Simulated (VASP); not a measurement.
## Cu5Pt: single point with PBE

Crystal: Cu5Pt.

```
CELL_PARAMETERS angstrom
5.52398 0.00000 0.00000
0.00000 5.52398 0.00000
0.00000 0.00000 4.61800
ATOMIC_POSITIONS crystal
Cu 0.78964 0.78964 0.50000
Cu 0.21036 0.21036 0.50000
Cu 0.21036 0.78964 0.50000
Cu 0.78964 0.21036 0.50000
Cu 0.50000 0.50000 0.50000
Pt 0.50000 0.50000 0.00000
```

The cell was built from a structure type or drawn by symmetry, and may not be a known phase.

* Program: VASP 6.6.1
* Task: single point
* Functional: PBE
* Potentials or basis: VASP PAW PBE potentials, release 64 (Cu, Pt)
* Cutoff: 520 eV
* k mesh: 8 × 8 × 8
* Occupations: gaussian, width 0.1 eV
* Spin: no spin polarisation

| Quantity | Value |
| --- | --- |
| Pressure | 0.1 GPa |
| Largest force | 0.005 eV/Å |
| Band gap on the k mesh | zero (an odd number of electrons rules out a gap without spin polarisation) |

Forces in eV/Å, atoms in the order of the input:
```
Cu  -0.004 -0.004  0.000
Cu   0.004  0.004  0.000
Cu   0.004 -0.004  0.000
Cu  -0.004  0.004  0.000
Cu   0.000  0.000  0.000
Pt   0.000  0.000  0.000
```

Stress tensor (GPa, compression positive):
```
0.19 0.00 0.00
0.00 0.19 0.00
0.00 0.00 0.02
```

Levels at points of the mesh, in eV from the Fermi level:
| k point | band 29 | band 30 | band 31 | band 32 | band 33 | band 34 | band 35 | band 36 | band 37 | band 38 |
| --- | --- | --- | --- | --- | --- | --- | --- | --- | --- | --- |
| (0.00, 0.00, 0.00) | -0.40 | -0.35 | -0.35 | 0.12 | 0.71 | 0.71 | 2.01 | 2.04 | 4.33 | 4.33 |
| (0.50, 0.00, 0.00) | -0.46 | -0.38 | -0.33 | -0.07 | 1.16 | 1.29 | 2.22 | 2.77 | 3.17 | 4.95 |
| (0.50, 0.50, 0.00) | -0.80 | -0.60 | -0.34 | -0.34 | -0.33 | 0.01 | 3.76 | 5.40 | 5.99 | 6.44 |
| (0.00, 0.00, 0.50) | -0.74 | -0.71 | -0.61 | -0.60 | -0.59 | 2.08 | 2.27 | 2.27 | 4.11 | 4.11 |
| (0.50, 0.00, 0.50) | -0.92 | -0.78 | -0.70 | -0.66 | -0.45 | 1.50 | 2.56 | 2.76 | 2.97 | 3.16 |
| (0.50, 0.50, 0.50) | -0.99 | -0.76 | -0.61 | -0.60 | -0.07 | 0.35 | 0.35 | 2.89 | 2.89 | 3.37 |

It took 9.9 min on 1 thread of Intel(R) Xeon(R) Platinum 8259CL CPU @ 2.50GHz (Skylake/Cascade Lake) (shared host), peak memory 0.49 GiB.

Caveat: spin-orbit coupling is left out, which moves the levels of the heavy elements.
